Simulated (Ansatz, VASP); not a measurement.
## One calculation of BeBC4, two programs

```xyz
6
Lattice="3.2047 0.0000 0.0000 0.0000 3.2047 0.0000 0.0000 0.0000 3.7479" Properties=species:S:1:pos:R:3 pbc="T T T"
Be    0.0000    0.0000    1.8740
B     1.6023    1.6023    1.8740
C     0.0000    1.6023    0.7158
C     1.6023    0.0000    0.7158
C     0.0000    1.6023    3.0321
C     1.6023    0.0000    3.0321
```

Alike in both runs: functional PBE; k mesh 6 × 6 × 4; occupations gaussian, width 0.1 eV; no spin polarisation.

Ansatz relaxed the structure, and its values are those at the end. VASP's run is a single point on that final structure, the one shown.

|  | VASP | Ansatz |
| --- | --- | --- |
| version | VASP 6.6.1 | Ansatz 0.2.0 |
| potentials or method | VASP PAW PBE potentials, release 64 (Be, B, C), cutoff 520 eV | scalar-relativistic, plane waves, PAW |
| valence electrons in the cell | 21 | 21 |

```csv
,VASP,Ansatz,Ansatz less VASP
gap on the k mesh at the Fermi level (eV),none,none,-
pressure (GPa),0.3,0.0,-0.27
rms of the force components (eV/Å),0.030,0.005,-0.0251
```

A gap of «none» marks a metal or a gap that the smearing closes.

The k mesh is coarse, so the values compare programs but aren't converged.
